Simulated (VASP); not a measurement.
# In3SbTe2 (P-3m1) in VASP: single point with PBE

Aim: the single point of In3SbTe2 with PBE.

Program: VASP 6.6.1. These are calculated values, not measurements. Logs are shortened: lines on timing, memory, paths and dates and some standing lists are left out, and cuts for length are marked.

### 1 The cell of the first run

The structure is trigonal, space group P-3m1 (No. 164). The conventional cell has a = 4.420 Å, b = 4.420 Å, c = 10.718 Å, α = 90.00°, β = 90.00°, γ = 120.00°. In (site symmetry -3m) has 6 Te at 3.14 Å within 4.1 Å. Within 4.0 Å of In (site symmetry 3m) lie 3 Sb at 3.05 Å and 3 Te at 3.16 Å. Sb (site symmetry -3m) has 6 In at 3.05 Å within 4.0 Å. Te (site symmetry 3m) has 6 In at 3.14 to 3.16 Å within 4.1 Å.

### 2 Single point, PBE

File POSCAR:

```
In3SbTe2
1.0
    4.4203420857      0.0000000000      0.0000000000
   -2.2101710429      3.8281285396      0.0000000000
    0.0000000000      0.0000000000     10.7182475675
In Sb Te
3 1 2
Direct
    0.0000000000      0.0000000000      0.5000000000
    0.3333333333      0.6666666667      0.1550972649
    0.6666666667      0.3333333333      0.8449027351
    0.0000000000      0.0000000000      0.0000000000
    0.3333333333      0.6666666667      0.6704695019
    0.6666666667      0.3333333333      0.3295304981
```

File INCAR.step1:

```
SYSTEM = In3SbTe2
PREC = Accurate
ENCUT = 520
EDIFF = 1E-7
ISMEAR = 0
SIGMA = 0.1
LREAL = .False.
LASPH = .True.
NELM = 80
ALGO = Normal
ISIF = 2
LWAVE = .False.
LCHARG = .True.
GGA = PE
NBANDS = 37
```

File KPOINTS.step1:

```
Automatic mesh
0
Gamma
  9 9 4
  0 0 0
```

File INCAR.step2:

```
SYSTEM = In3SbTe2
PREC = Accurate
ENCUT = 520
EDIFF = 1E-7
ISMEAR = -5
SIGMA = 0.1
LREAL = .False.
LASPH = .True.
NELM = 80
ALGO = Normal
ISIF = 2
LWAVE = .False.
LCHARG = .False.
GGA = PE
LORBIT = 10
NBANDS = 37
NEDOS = 2001
ICHARG = 11
```

File KPOINTS.step2:

```
Automatic mesh
0
Gamma
  14 14 6
  0 0 0
```

Potentials or basis: VASP PAW PBE potentials, release 64 (In_d, Sb, Te).

Started as:

```sh
> cat potpaw_PBE.64/In_d/POTCAR potpaw_PBE.64/Sb/POTCAR potpaw_PBE.64/Te/POTCAR > POTCAR
> cp INCAR.step1 INCAR
> cp KPOINTS.step1 KPOINTS
> mpirun -np 1 vasp_std > vasp.out
> cp INCAR.step2 INCAR
> cp KPOINTS.step2 KPOINTS
> mpirun -np 1 vasp_std > vasp.out
```

OUTCAR:

```text
SYSTEM = In3SbTe2
   PREC = Accurate
   ENCUT = 520
   EDIFF = 1E-7
   ISMEAR = -5
   LREAL = .False.
   LASPH = .True.
   NELM = 80
   ISIF = 2
   GGA = PE
   LORBIT = 10
   ICHARG = 11

 ion  position               nearest neighbor table
   1  0.000  0.000  0.500-   5 3.14   6 3.14   5 3.14   6 3.14   6 3.14   5 3.14
   2  0.333  0.667  0.155-   4 3.05   4 3.05   4 3.05   6 3.16   6 3.16   6 3.16
   3  0.667  0.333  0.845-   4 3.05   4 3.05   4 3.05   5 3.16   5 3.16   5 3.16
   4  0.000  0.000  0.000-   2 3.05   3 3.05   2 3.05   3 3.05   3 3.05   2 3.05
   5  0.333  0.667  0.670-   1 3.14   1 3.14   1 3.14   3 3.16   3 3.16   3 3.16
   6  0.667  0.333  0.330-   1 3.14   1 3.14   1 3.14   2 3.16   2 3.16   2 3.16

  LATTYP: Found a hexagonal cell.
 ALAT       =     4.4203420857
 C/A-ratio  =     2.4247552248

  Lattice vectors:

 A1 = (   4.4203420857,   0.0000000000,   0.0000000000)
 A2 = (  -2.2101710429,   3.8281285396,   0.0000000000)
 A3 = (   0.0000000000,   0.0000000000,  10.7182475675)

Analysis of symmetry for initial positions (statically):
=====================================================================
 Subroutine PRICEL returns:
 Original cell was already a primitive cell.

 Routine SETGRP: Setting up the symmetry group for a
 hexagonal supercell.

 Subroutine GETGRP returns: Found 12 space group operations
 (whereof 12 operations were pure point group operations)
 out of a pool of 24 trial point group operations.

The static configuration has the point symmetry D_3d.

Analysis of symmetry for dynamics (positions and initial velocities):
=====================================================================
 Subroutine PRICEL returns:
 Original cell was already a primitive cell.

 Routine SETGRP: Setting up the symmetry group for a
 hexagonal supercell.

 Subroutine GETGRP returns: Found 12 space group operations
 (whereof 12 operations were pure point group operations)
 out of a pool of 24 trial point group operations.

The dynamic configuration has the point symmetry D_3d.

 Subroutine INISYM returns: Found 12 space group operations
 (whereof 12 operations are pure point group operations),
 and found     1 'primitive' translations

----------------------------------------------------------------------------------------

                                     Primitive cell

  volume of cell :     181.3703

  direct lattice vectors                    reciprocal lattice vectors
     4.420342086  0.000000000  0.000000000     0.226226835  0.130612124  0.000000000
    -2.210171043  3.828128540  0.000000000     0.000000000  0.261224248  0.000000000
     0.000000000  0.000000000 10.718247568     0.000000000  0.000000000  0.093298834

  length of vectors
     4.420342086  4.420342086 10.718247568     0.261224248  0.261224248  0.093298834

  position of ions in fractional coordinates (direct lattice)
     0.000000000  0.000000000  0.500000000
     0.333333333  0.666666667  0.155097265
     0.666666667  0.333333333  0.844902735
     0.000000000  0.000000000  0.000000000
     0.333333333  0.666666667  0.670469502
     0.666666667  0.333333333  0.329530498

  ion indices of the primitive-cell ions
   primitive index   ion index
                 1           1
                 2           2
                 3           3
                 4           4
                 5           5
                 6           6

----------------------------------------------------------------------------------------

 KPOINTS: Automatic mesh

Automatic generation of k-mesh.
 Grid dimensions read from file:
 generate k-points for:   14   14    6

 Generating k-lattice:

  Cartesian coordinates                     Fractional coordinates (reciprocal lattice)
     0.016159060  0.009329437  0.000000000     0.071428571  0.000000000  0.000000000
     0.000000000  0.018658875  0.000000000     0.000000000  0.071428571  0.000000000
     0.000000000  0.000000000  0.015549806     0.000000000  0.000000000  0.166666667

  Length of vectors
     0.018658875  0.018658875  0.015549806

  Shift w.r.t. Gamma in fractional coordinates (k-lattice)
     0.000000000  0.000000000  0.000000000

 TETIRR: Found   1710 inequivalent tetrahedra from     7056

 Subroutine IBZKPT returns following result:
 ===========================================

 Found    128 irreducible k-points:

 Following reciprocal coordinates:
            Coordinates               Weight
  0.000000  0.000000  0.000000      1.000000
  0.071429 -0.000000  0.000000      6.000000
  0.142857  0.000000  0.000000      6.000000
  0.214286  0.000000  0.000000      6.000000
  0.285714  0.000000  0.000000      6.000000
  0.357143  0.000000  0.000000      6.000000
[... 16 lines left out ...]
  0.285714  0.285714  0.000000      6.000000
  0.357143  0.285714  0.000000      6.000000
 [... further k-points ...]
   k-points           NKPTS =    128   k-points in BZ     NKDIM =    128   number of bands    NBANDS=     37
   number of dos      NEDOS =   2001   number of ions     NIONS =      6
   total plane-waves  NPLWV = 103680
   dimension x,y,z NGX =    36 NGY =   36 NGZ =   80
   dimension x,y,z NGXF=    72 NGYF=   72 NGZF=  160
   ions per type =               3   1   2
   NGX,Y,Z   is equivalent  to a cutoff of  13.54, 13.54, 12.41 a.u.
   NGXF,Y,Z  is equivalent  to a cutoff of  27.08, 27.08, 24.82 a.u.
 SYSTEM =  In3SbTe2
   PREC   = accura    normal or accurate (medium, high low for compatibility)
   ISTART =      0    job   : 0-new  1-cont  2-samecut
   ICHARG =     11    charge: 1-file 2-atom 10-const
   ISPIN  =      1    spin polarized calculation?
   LNONCOLLINEAR =      F non collinear calculations
   LSORBIT =      F    spin-orbit coupling
   LASPH  =      T    aspherical Exc in radial PAW
   ENCUT  =  520.0 eV  38.22 Ry    6.18 a.u.   8.22  8.22 19.93*2*pi/ulx,y,z
   NELM   =     80;   NELMIN=  2; NELMDL=  0     # of ELM steps
   EDIFF  = 0.1E-06   stopping-criterion for ELM
   LREAL  =      F    real-space projection
   EDIFFG = 0.1E-05   stopping-criterion for IOM
   NSW    =      0    number of steps for IOM
   IBRION =     -1    ionic relax: 0-MD 1-quasi-New 2-CG
   NFREE  =      0    steps in history (QN), initial steepest desc. (CG)
   ISIF   =      2    stress and relaxation
   ISYM   =      2    0-nonsym 1-usesym 2-fastsym
   POTIM  = 0.5000    time-step for ionic-motion
   TEBEG  =    0.0;   TEEND  =   0.0 temperature during run
   PSTRESS=    0.0 pullay stress
   NELECT =      56.0000    total number of electrons
   NUPDOWN=      -1.0000    fix difference up-down
   EMIN   =  10.00;   EMAX   =-10.00  energy-range for DOS
   EFERMI =   0.00;   METHOD = LEGACY
   ISMEAR =    -5;   SIGMA  =   0.10  broadening in eV -4-tet -1-fermi 0-gaus
   EFERMI_NEDOS =   21; number of points for ismear=-14 and -15
   IALGO  =     38    algorithm
   IMIX   =      4    mixing-type and parameters
     AMIX     =   0.40;   BMIX     =  1.00
     AMIX_MAG =   1.60;   BMIX_MAG =  1.00
  volume/ion in A,a.u.               =      30.23       203.99
  Fermi-wavevector in a.u.,A,eV,Ry     =   1.106493  2.090969 16.657985  1.224327
  Thomas-Fermi vector in A             =   2.242995
   LORBIT       =     10    0 simple, 1 ext, 2 COOP (PROOUT), +10 PAW based schemes
   GGA     = PE    functional components
   LHFCALC =     F    Hartree Fock is set to
   AEXX    =    0.0000 exact exchange contribution
   IVDW    =     0    specifies the selected vdW correction
   LEPSILON=     F    determine dielectric tensor
   LRPA    =     F    only Hartree local field effects (RPA)
 non-spin polarized calculation
 Fermi weights with tetrahedron method with Bloechl corrections
  energy-cutoff  :      520.00
  volume of cell :      181.37
 maximum number of plane-waves:      4915
 NGX is ok and might be reduce to    36

 number of electron      56.0000015 magnetization

 Free energy of the ion-electron system (eV)
  ---------------------------------------------------
  ext. energy  EPLUGINS =         0.00000000
  ---------------------------------------------------
  free energy    TOTEN  =       -19.35180239 eV

  energy without entropy =      -19.35180239  energy(sigma->0) =      -19.35180239

 E-fermi :   6.3832     XC(G=0):  -9.5175

 val. band max:        6.5013310766   @ k =   0.3571   0.2143   0.5000
 cond. band min:       6.2667322363   @ k =   0.3571   0.2857   0.0000
 fundamental gap:     -0.2345988403
 Fermi energy:         6.3832169789

 k-point     1 :       0.0000    0.0000    0.0000
  band No.  band energies     occupation
      1      -8.1981      2.00000
      2      -8.1981      2.00000
      3      -8.1956      2.00000
      4      -8.1956      2.00000
      5      -8.1761      2.00000
      6      -8.1761      2.00000
[... 29 lines left out ...]
     36       9.4674      0.00000
     37      11.8704      0.00000

 k-point     2 :       0.0714   -0.0000    0.0000
  band No.  band energies     occupation
      1      -8.2048      2.00000
      2      -8.1994      2.00000
      3      -8.1972      2.00000
      4      -8.1925      2.00000
      5      -8.1777      2.00000
      6      -8.1764      2.00000
[... 29 lines left out ...]
     36      10.3869      0.00000
     37      11.3987      0.00000

 k-point     3 :       0.1429    0.0000    0.0000
  band No.  band energies     occupation
      1      -8.2215      2.00000
      2      -8.2039      2.00000
      3      -8.2000      2.00000
      4      -8.1878      2.00000
      5      -8.1824      2.00000
      6      -8.1765      2.00000
[... 29 lines left out ...]
     36      10.7466      0.00000
     37      11.1923      0.00000

 k-point     4 :       0.2143    0.0000    0.0000
  band No.  band energies     occupation
      1      -8.2449      2.00000
      2      -8.2135      2.00000
      3      -8.1997      2.00000
      4      -8.1901      2.00000
      5      -8.1856      2.00000
      6      -8.1740      2.00000
[... 29 lines left out ...]
     36      10.8889      0.00000
     37      11.2844      0.00000
[... 683 lines left out ...]
      1      -8.2870      2.00000
      2      -8.2488      2.00000
      3      -8.2354      2.00000
      4      -8.1958      2.00000
      5      -8.1895      2.00000
      6      -8.1723      2.00000
[... 29 lines left out ...]
     36      11.5790      0.00000
     37      12.1243      0.00000

 k-point    23 :       0.2857    0.2857    0.0000
  band No.  band energies     occupation
      1      -8.2720      2.00000
      2      -8.2638      2.00000
      3      -8.2360      2.00000
      4      -8.1954      2.00000
      5      -8.1854      2.00000
      6      -8.1773      2.00000
[... 29 lines left out ...]
     36      11.3130      0.00000
     37      12.3457      0.00000

 k-point    24 :       0.3571    0.2857    0.0000
  band No.  band energies     occupation
      1      -8.2718      2.00000
      2      -8.2537      2.00000
      3      -8.2512      2.00000
      4      -8.1920      2.00000
      5      -8.1884      2.00000
      6      -8.1777      2.00000
[... 29 lines left out ...]
     36      11.0430      0.00000
     37      12.3851      0.00000

 [... further k-points ...]

------------------------ aborting loop because EDIFF is reached ----------------------------------------

  FORCE on cell =-STRESS in cart. coord.  units (eV):
  Direction    XX          YY          ZZ          XY          YZ          ZX
  --------------------------------------------------------------------------------------
  -------------------------------------------------------------------------------------
  Total       -0.0479568     -0.0479568      0.1228354      0.0000000     -0.0000000     -0.0000000
  in kB       -0.4236378     -0.4236378      1.0850951      0.0000000     -0.0000000     -0.0000000
  external PRESSURE =       0.0792731 kB  Pullay stress =       0.0000000 kB

 VOLUME and BASIS-vectors are now :
 -----------------------------------------------------------------------------
  energy-cutoff  :      520.00
  volume of cell :      181.37
      direct lattice vectors                 reciprocal lattice vectors
     4.420342086  0.000000000  0.000000000     0.226226835  0.130612124  0.000000000
    -2.210171043  3.828128540  0.000000000     0.000000000  0.261224248  0.000000000
     0.000000000  0.000000000 10.718247568     0.000000000  0.000000000  0.093298834

 POSITION                                       TOTAL-FORCE (eV/Angst)
 -----------------------------------------------------------------------------------
      0.00000      0.00000      5.35912         0.000000      0.000000     -0.000000
     -0.00000      2.55209      1.66237        -0.000000      0.000000      0.003754
      2.21017      1.27604      9.05588        -0.000000     -0.000000     -0.003754
      0.00000      0.00000      0.00000         0.000000      0.000000     -0.000000
     -0.00000      2.55209      7.18626         0.000000      0.000000     -0.003302
      2.21017      1.27604      3.53199         0.000000     -0.000000      0.003302
 -----------------------------------------------------------------------------------
    total drift:                                0.000000      0.000000     -0.000000

  FREE ENERGIE OF THE ION-ELECTRON SYSTEM (eV)
  ---------------------------------------------------
  free  energy   TOTEN  =       -19.3518023886 eV

  energy  without entropy=      -19.3518023886  energy(sigma->0) =      -19.35180239

 total charge

# of ion       s       p       d       tot
------------------------------------------
    1        0.961   0.433   9.868  11.262
    2        0.925   0.496   9.866  11.287
    3        0.925   0.496   9.866  11.287
    4        1.173   1.238   0.022   2.433
    5        1.385   1.951   0.027   3.362
    6        1.385   1.951   0.027   3.362
--------------------------------------------------
tot          6.753   6.565  29.676  42.994
```

Run time: 19 min. Hardware: 1 thread of Intel Xeon Platinum 8259CL at 2.50GHz (Skylake/Cascade Lake), shared host; peak memory 0.85 GiB.

What came out:

- Valence electrons inside the program's atomic spheres: In 11.26, 11.29 (each value once); Sb 2.43; Te 3.36

Levels at points of the mesh, in eV from the Fermi level:
```tsv
k point	band 26	band 27	band 28	band 29	band 30	band 31
(0.00, 0.00, 0.00)	-0.98	-0.17	-0.17	1.30	1.40	2.66
(0.50, 0.00, 0.00)	-1.82	-1.75	-1.15	0.03	0.36	3.04
(0.00, 0.00, 0.50)	-0.15	-0.15	0.37	0.61	1.54	2.17
(0.50, 0.00, 0.50)	-1.67	-1.34	-0.64	-0.60	1.59	2.23
```

Caveat: spin-orbit coupling is left out, which moves the levels of the heavy elements; tetrahedron occupations give inexact forces and stress in metals.
